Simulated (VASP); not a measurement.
# C in VASP: further runs

Runs on C. Level: PBE. Tasks: single point.

Program: VASP 6.6.1. These are calculated values, not measurements. Logs are shortened: lines on timing, memory, paths and dates and some standing lists are left out, and cuts for length are marked.

## 1. The cell of the first run

The cell holds a wire or tube with vacuum around it, 4 atoms: a = 10.500 Å, b = 9.300 Å, c = 2.784 Å, α = 90.00°, β = 90.00°, γ = 90.00°.

## 2. Single point, PBE, collinear spin

INCAR reads:

```
SYSTEM = C
PREC = Accurate
ENCUT = 520
EDIFF = 1E-6
ISMEAR = 0
SIGMA = 0.05
LREAL = .FALSE.
LASPH = .TRUE.
NELM = 150
ALGO = Normal
ISIF = 2
LWAVE = .FALSE.
LCHARG = .FALSE.
ISPIN = 2
MAGMOM = 0.5 0.5 0.5 0.5
LORBIT = 11
GGA = PE
NBANDS = 20
```

KPOINTS reads:

```
Automatic mesh
0
G
  1 1 23
  0 0 0
```

POSCAR reads:

```
C
1.0
   10.5000000000      0.0000000000      0.0000000000
    0.0000000000      9.3000000000      0.0000000000
    0.0000000000      0.0000000000      2.7836882773
C
4
Direct
    0.4304077931      0.5000000000      0.0000000000
    0.4304077931      0.5000000000      0.5000000000
    0.5695922069      0.5000000000      0.0000000000
    0.5695922069      0.5000000000      0.5000000000
```

Potentials or basis: VASP PAW PBE potentials, release 64 (C).

Launch:

```sh
$ cat potpaw_PBE.64/C/POTCAR > POTCAR
$ mpirun -np 1 vasp_std > vasp.out
```

OUTCAR:

```text
SYSTEM = C
   PREC = Accurate
   ENCUT = 520
   EDIFF = 1E-6
   ISMEAR = 0
   LREAL = .FALSE.
   LASPH = .TRUE.
   NELM = 150
   ISIF = 2
   ISPIN = 2
   LORBIT = 11
   GGA = PE

 ion  position               nearest neighbor table
   1  0.430  0.500  0.000-   2 1.39   2 1.39   3 1.46   4 2.02   4 2.02
   2  0.430  0.500  0.500-   1 1.39   1 1.39   4 1.46   3 2.02   3 2.02
   3  0.570  0.500  0.000-   4 1.39   4 1.39   1 1.46   2 2.02   2 2.02
   4  0.570  0.500  0.500-   3 1.39   3 1.39   2 1.46   1 2.02   1 2.02

  LATTYP: Found a simple orthorhombic cell.
 ALAT       =     2.7836882773
 B/A-ratio  =     3.3408913188
 C/A-ratio  =     3.7719740697

  Lattice vectors:

 A1 = (   0.0000000000,   0.0000000000,  -2.7836882773)
 A2 = (   0.0000000000,   9.3000000000,   0.0000000000)
 A3 = (  10.5000000000,   0.0000000000,   0.0000000000)

Analysis of symmetry for initial positions (statically):
=====================================================================
 Subroutine PRICEL returns following result:

  LATTYP: Found a simple orthorhombic cell.
 ALAT       =     1.3918441387
 B/A-ratio  =     6.6817826377
 C/A-ratio  =     7.5439481393

  Lattice vectors:

 A1 = (   0.0000000000,   0.0000000000,  -1.3918441387)
 A2 = (   0.0000000000,   9.3000000000,   0.0000000000)
 A3 = (  10.5000000000,   0.0000000000,   0.0000000000)

   2 primitive cells build up your supercell.

 Routine SETGRP: Setting up the symmetry group for a
 simple orthorhombic supercell.

 Subroutine GETGRP returns: Found  8 space group operations
 (whereof  8 operations were pure point group operations)
 out of a pool of  8 trial point group operations.

The static configuration has the point symmetry D_2h.

Analysis of symmetry for dynamics (positions and initial velocities):
=====================================================================
 Subroutine PRICEL returns following result:

  LATTYP: Found a simple orthorhombic cell.
 ALAT       =     1.3918441387
 B/A-ratio  =     6.6817826377
 C/A-ratio  =     7.5439481393

  Lattice vectors:

 A1 = (   0.0000000000,   0.0000000000,  -1.3918441387)
 A2 = (   0.0000000000,   9.3000000000,   0.0000000000)
 A3 = (  10.5000000000,   0.0000000000,   0.0000000000)

   2 primitive cells build up your supercell.

 Routine SETGRP: Setting up the symmetry group for a
 simple orthorhombic supercell.

 Subroutine GETGRP returns: Found  8 space group operations
 (whereof  8 operations were pure point group operations)
 out of a pool of  8 trial point group operations.

The dynamic configuration has the point symmetry D_2h.

Analysis of structural, dynamic, and magnetic symmetry:
=====================================================================
 Subroutine PRICEL returns following result:

  LATTYP: Found a simple orthorhombic cell.
 ALAT       =     1.3918441387
 B/A-ratio  =     6.6817826377
 C/A-ratio  =     7.5439481393

  Lattice vectors:

 A1 = (   0.0000000000,   0.0000000000,  -1.3918441387)
 A2 = (   0.0000000000,   9.3000000000,   0.0000000000)
 A3 = (  10.5000000000,   0.0000000000,   0.0000000000)

   2 primitive cells build up your supercell.

 Routine SETGRP: Setting up the symmetry group for a
 simple orthorhombic supercell.

 Subroutine GETGRP returns: Found  8 space group operations
 (whereof  8 operations were pure point group operations)
 out of a pool of  8 trial point group operations.

The overall configuration has the point symmetry D_2h.

 Subroutine INISYM returns: Found  8 space group operations
 (whereof  8 operations are pure point group operations),
 and found     2 'primitive' translations

----------------------------------------------------------------------------------------

                                     Primitive cell

  volume of cell :     135.9136

  direct lattice vectors                    reciprocal lattice vectors
     0.000000000  0.000000000 -1.391844139     0.000000000  0.000000000 -0.718471251
     0.000000000  9.300000000  0.000000000     0.000000000  0.107526882  0.000000000
    10.500000000  0.000000000  0.000000000     0.095238095  0.000000000  0.000000000

  length of vectors
     1.391844139  9.300000000 10.500000000     0.718471251  0.107526882  0.095238095

  position of ions in fractional coordinates (direct lattice)
     0.000000000  0.500000000  0.430407793
     0.000000000  0.500000000  0.569592207

  ion indices of the primitive-cell ions
   primitive index   ion index
                 1           1
                 2           3

----------------------------------------------------------------------------------------

 KPOINTS: Automatic mesh

Automatic generation of k-mesh.
 Grid dimensions read from file:
 generate k-points for:    1    1   23

 Generating k-lattice:

  Cartesian coordinates                     Fractional coordinates (reciprocal lattice)
     0.095238095  0.000000000  0.000000000     1.000000000  0.000000000  0.000000000
     0.000000000  0.107526882  0.000000000     0.000000000  1.000000000  0.000000000
     0.000000000  0.000000000  0.015618940     0.000000000  0.000000000  0.043478261

  Length of vectors
     0.095238095  0.107526882  0.015618940

  Shift w.r.t. Gamma in fractional coordinates (k-lattice)
     0.000000000  0.000000000  0.000000000

 Subroutine IBZKPT returns following result:
 ===========================================

 Found     12 irreducible k-points:

 Following reciprocal coordinates:
            Coordinates               Weight
  0.000000  0.000000  0.000000      1.000000
  0.000000  0.000000  0.043478      2.000000
  0.000000  0.000000  0.086957      2.000000
  0.000000  0.000000  0.130435      2.000000
  0.000000  0.000000  0.173913      2.000000
  0.000000  0.000000  0.217391      2.000000
  0.000000  0.000000  0.260870      2.000000
  0.000000  0.000000  0.304348      2.000000
  0.000000  0.000000  0.347826      2.000000
  0.000000  0.000000  0.391304      2.000000
  0.000000  0.000000  0.434783      2.000000
  0.000000  0.000000  0.478261      2.000000
   k-points           NKPTS =     12   k-points in BZ     NKDIM =     12   number of bands    NBANDS=     20
   number of dos      NEDOS =    301   number of ions     NIONS =      4
   total plane-waves  NPLWV = 134400
   dimension x,y,z NGX =    80 NGY =   70 NGZ =   24
   dimension x,y,z NGXF=   160 NGYF=  140 NGZF=   48
   ions per type =               4
   NGX,Y,Z   is equivalent  to a cutoff of  12.67, 12.51, 14.33 a.u.
   NGXF,Y,Z  is equivalent  to a cutoff of  25.33, 25.03, 28.67 a.u.
 SYSTEM =  C
   PREC   = accura    normal or accurate (medium, high low for compatibility)
   ISTART =      0    job   : 0-new  1-cont  2-samecut
   ICHARG =      2    charge: 1-file 2-atom 10-const
   ISPIN  =      2    spin polarized calculation?
   LNONCOLLINEAR =      F non collinear calculations
   LSORBIT =      F    spin-orbit coupling
   LASPH  =      T    aspherical Exc in radial PAW
   ENCUT  =  520.0 eV  38.22 Ry    6.18 a.u.  19.52 17.29  5.18*2*pi/ulx,y,z
   NELM   =    150;   NELMIN=  2; NELMDL= -5     # of ELM steps
   EDIFF  = 0.1E-05   stopping-criterion for ELM
   LREAL  =      F    real-space projection
   EDIFFG = 0.1E-04   stopping-criterion for IOM
   NSW    =      0    number of steps for IOM
   IBRION =     -1    ionic relax: 0-MD 1-quasi-New 2-CG
   NFREE  =      0    steps in history (QN), initial steepest desc. (CG)
   ISIF   =      2    stress and relaxation
   ISYM   =      2    0-nonsym 1-usesym 2-fastsym
   POTIM  = 0.5000    time-step for ionic-motion
   TEBEG  =    0.0;   TEEND  =   0.0 temperature during run
   PSTRESS=    0.0 pullay stress
   NELECT =      16.0000    total number of electrons
   NUPDOWN=      -1.0000    fix difference up-down
   EMIN   =  10.00;   EMAX   =-10.00  energy-range for DOS
   EFERMI =   0.00;   METHOD = LEGACY
   ISMEAR =     0;   SIGMA  =   0.05  broadening in eV -4-tet -1-fermi 0-gaus
   EFERMI_NEDOS =   21; number of points for ismear=-14 and -15
   IALGO  =     38    algorithm
   IMIX   =      4    mixing-type and parameters
     AMIX     =   0.40;   BMIX     =  1.00
     AMIX_MAG =   1.60;   BMIX_MAG =  1.00
  volume/ion in A,a.u.               =      67.96       458.60
  Fermi-wavevector in a.u.,A,eV,Ry     =   0.636821  1.203417  5.517716  0.405541
  Thomas-Fermi vector in A             =   1.701620
   LORBIT       =     11    0 simple, 1 ext, 2 COOP (PROOUT), +10 PAW based schemes
   GGA     = PE    functional components
   LHFCALC =     F    Hartree Fock is set to
   AEXX    =    0.0000 exact exchange contribution
   IVDW    =     0    specifies the selected vdW correction
   LEPSILON=     F    determine dielectric tensor
   LRPA    =     F    only Hartree local field effects (RPA)
 spin polarized calculation
 Gauss-broadening in eV      SIGMA  =   0.05
  energy-cutoff  :      520.00
  volume of cell :      271.83
 maximum number of plane-waves:      7346
 NGX is ok and might be reduce to    80
   NGX = 39   NGY = 35   NGZ = 11

 number of electron      16.0000000 magnetization       0.0004964

 number of electron      16.0000000 magnetization      -0.0001118

 Free energy of the ion-electron system (eV)
  ---------------------------------------------------
  ext. energy  EPLUGINS =         0.00000000
  ---------------------------------------------------
  free energy    TOTEN  =       -29.41970942 eV

  energy without entropy =      -29.41762070  energy(sigma->0) =      -29.41866506

 E-fermi :  -3.4788     XC(G=0):  -2.2021

 val. band max:       -3.5249708551   @ k =   0.0000   0.0000   0.3478
 cond. band min:      -3.4326211898   @ k =   0.0000   0.0000   0.3478
 fundamental gap:      0.0923496653
 Fermi energy:        -3.4787956006

 spin component 1

 k-point     1 :       0.0000    0.0000    0.0000
  band No.  band energies     occupation
      1     -23.9885      1.00000
      2     -16.3093      1.00000
      3     -14.4943      1.00000
      4     -10.9312      1.00000
      5     -10.9102      1.00000
      6      -9.7540      1.00000
[... 12 lines left out ...]
     19       3.5355      0.00000
     20       4.2914      0.00000

 k-point     2 :       0.0000    0.0000    0.0435
  band No.  band energies     occupation
      1     -23.9630      1.00000
      2     -16.2874      1.00000
      3     -14.6075      1.00000
      4     -10.8970      1.00000
      5     -10.8787      1.00000
      6      -9.8025      1.00000
[... 222 lines left out ...]
 k-point    12 :       0.0000    0.0000    0.4783
  band No.  band energies     occupation
      1     -20.9941      1.00000
      2     -20.4489      1.00000
      3     -13.8494      1.00000
      4     -13.4298      1.00000
      5      -7.2899      1.00000
      6      -6.8576      1.00000
[... 12 lines left out ...]
     19       6.6929      0.00000
     20       6.9667      0.00000
 Fermi energy:        -3.4787956006

 spin component 2

 k-point     1 :       0.0000    0.0000    0.0000
  band No.  band energies     occupation
      1     -23.9886      1.00000
      2     -16.3094      1.00000
      3     -14.4943      1.00000
      4     -10.9313      1.00000
      5     -10.9103      1.00000
      6      -9.7540      1.00000
[... 12 lines left out ...]
     19       3.5565      0.00000
     20       4.2840      0.00000

 k-point     2 :       0.0000    0.0000    0.0435
  band No.  band energies     occupation
      1     -23.9631      1.00000
      2     -16.2874      1.00000
      3     -14.6075      1.00000
      4     -10.8971      1.00000
      5     -10.8787      1.00000
      6      -9.8025      1.00000
[... 222 lines left out ...]
 k-point    12 :       0.0000    0.0000    0.4783
  band No.  band energies     occupation
      1     -20.9941      1.00000
      2     -20.4489      1.00000
      3     -13.8494      1.00000
      4     -13.4298      1.00000
      5      -7.2899      1.00000
      6      -6.8576      1.00000
[... 12 lines left out ...]
     19       6.7095      0.00000
     20       6.9565      0.00000

------------------------ aborting loop because EDIFF is reached ----------------------------------------

  FORCE on cell =-STRESS in cart. coord.  units (eV):
  Direction    XX          YY          ZZ          XY          YZ          ZX
  --------------------------------------------------------------------------------------
  -------------------------------------------------------------------------------------
  Total        2.5846517     -0.0216884     14.3440146      0.0000000      0.0000000      0.0000000
  in kB       15.2342038     -0.1278340     84.5451022      0.0000000      0.0000000      0.0000000
  external PRESSURE =      33.2171574 kB  Pullay stress =       0.0000000 kB

 VOLUME and BASIS-vectors are now :
 -----------------------------------------------------------------------------
  energy-cutoff  :      520.00
  volume of cell :      271.83
      direct lattice vectors                 reciprocal lattice vectors
    10.500000000  0.000000000  0.000000000     0.095238095  0.000000000  0.000000000
     0.000000000  9.300000000  0.000000000     0.000000000  0.107526882  0.000000000
     0.000000000  0.000000000  2.783688277     0.000000000  0.000000000  0.359235626

 POSITION                                       TOTAL-FORCE (eV/Angst)
 -----------------------------------------------------------------------------------
      4.51928      4.65000      0.00000        -0.896125     -0.000000      0.000000
      4.51928      4.65000      1.39184        -0.896125      0.000000     -0.000000
      5.98072      4.65000      0.00000         0.896125      0.000000      0.000000
      5.98072      4.65000      1.39184         0.896125      0.000000      0.000000
 -----------------------------------------------------------------------------------
    total drift:                                0.000000      0.000000     -0.000000

  FREE ENERGIE OF THE ION-ELECTRON SYSTEM (eV)
  ---------------------------------------------------
  free  energy   TOTEN  =       -29.4197094245 eV

  energy  without entropy=      -29.4176207012  energy(sigma->0) =      -29.41866506

 total charge

# of ion       s       p       d       tot
------------------------------------------
    1        0.883   1.746   0.000   2.629
    2        0.883   1.746   0.000   2.629
    3        0.883   1.746   0.000   2.629
    4        0.883   1.746   0.000   2.629
--------------------------------------------------
tot          3.531   6.984   0.000  10.514

 magnetization (x)

# of ion       s       p       d       tot
------------------------------------------
    1       -0.000  -0.000   0.000  -0.000
    2       -0.000  -0.000   0.000  -0.000
    3       -0.000  -0.000   0.000  -0.000
    4       -0.000  -0.000   0.000  -0.000
--------------------------------------------------
tot         -0.000  -0.000   0.000  -0.000
```

It took 93 s on 1 thread of Intel Xeon 6975P-C (Granite Rapids), shared host; peak memory 0.47 GiB.

What came out:

* Free energy: -29.4197 eV
* Largest force: 0.896 eV/Å
* Net moment: 0.00 μB per cell
* Valence electrons inside the program's atomic spheres: C 2.63

Forces on the atoms (eV/Å):
```
C   -0.896  0.000  0.000
C   -0.896  0.000  0.000
C    0.896  0.000  0.000
C    0.896  0.000  0.000
```

## 3. Single point, PBE, collinear spin

This run uses another cell than the first one.

INCAR reads:

```
ALGO = Normal
EDIFF = 1E-7
ENCUT = 520
GGA = PE
ISIF = 2
ISMEAR = 0
ISPIN = 2
LASPH = True
LCHARG = False
LORBIT = 11
LREAL = False
LWAVE = False
MAGMOM = 0.5 0.5 0.5 0.5
NBANDS = 20
NELM = 150
PREC = Accurate
SIGMA = 0.05
```

KPOINTS reads:

```
k-points
0
Gamma
  1 1 23
```

POSCAR reads:

```
C
1.0
   10.5000000000      0.0000000000      0.0000000000
    0.0000000000      9.3000000000      0.0000000000
    0.0000000000      0.0000000000      2.8960442203
C
4
Direct
    0.4292826465      0.5000000000      0.0000000000
    0.4292826465      0.5000000000      0.5000000000
    0.5707173535      0.5000000000      0.0000000000
    0.5707173535      0.5000000000      0.5000000000
```

Potentials or basis: VASP PAW PBE potentials, release 64 (C).

Launch:

```sh
$ cat potpaw_PBE.64/C/POTCAR > POTCAR
$ mpirun -np 1 vasp_std > vasp.out
```

It took 1.7 min on 1 thread of Intel Xeon 6975P-C (Granite Rapids), shared host; peak memory 0.48 GiB.

The run converged. Its results:

* Free energy: -29.7248 eV
* Largest force: 0.079 eV/Å
* Net moment: 0.00 μB per cell
* Valence electrons inside the program's atomic spheres: C 2.52

Forces on the atoms (eV/Å):
```
C   -0.079  0.000  0.000
C   -0.079  0.000  0.000
C    0.079  0.000  0.000
C    0.079  0.000  0.000
```

(Continued in part 2 of 2.)
